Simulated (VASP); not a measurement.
Input of a VASP 6.6.1 run:

Contents of INCAR:

```
SYSTEM = CdS
ALGO = Normal
EDIFF = 1E-7
EDIFFG = -0.002
ENCUT = 600
GGA = RP
IBRION = 2
ISIF = 3
ISMEAR = 0
LASPH = .True.
LCHARG = .False.
LREAL = .False.
LWAVE = .False.
NELM = 80
NSW = 100
PREC = Accurate
SIGMA = 0.02
```

File KPOINTS:

```
k-points
0
Gamma
  8 8 8
  0 0 0
```

File POSCAR:

```
CdS
1.0
    0.0000000000      2.9429534600      2.9429534600
    2.9429534600      0.0000000000      2.9429534600
    2.9429534600      2.9429534600      0.0000000000
Cd S
1 1
Direct
    0.0000000000      0.0000000000      0.0000000000
    0.7500000000      0.7500000000      0.7500000000
```

Potentials or basis: VASP PAW PBE potentials, release 64 (Cd, S).

Command:

```bash
$ cat potpaw_PBE.64/Cd/POTCAR potpaw_PBE.64/S/POTCAR > POTCAR
$ mpirun -np 1 vasp_std > vasp.out
```

Predict the band gap on the k mesh.

1.12 eV.

What does it give for the relaxed cell?

a = 4.254 Å, b = 4.254 Å, c = 4.254 Å, α = 60.00°, β = 60.00°, γ = 60.00°.

What does it give for the space group after relaxing (to 0.1 Å)?

F-43m (No. 216).

Predict the relaxed volume.

27.22 Å³/atom.

Final structure:
```yaml
crystal:
  lattice:
    - [0.00000, 3.00798, 3.00798]
    - [3.00798, 0.00000, 3.00798]
    - [3.00798, 3.00798, 0.00000]
  atoms:
    - { symbol: Cd, position: [0.00000, 0.00000, 0.00000] }
    - { symbol: S, position: [0.75000, 0.75000, 0.75000] }
```

Caveat: the PAW data sets were made with another functional, which shifts forces and pressure a little.
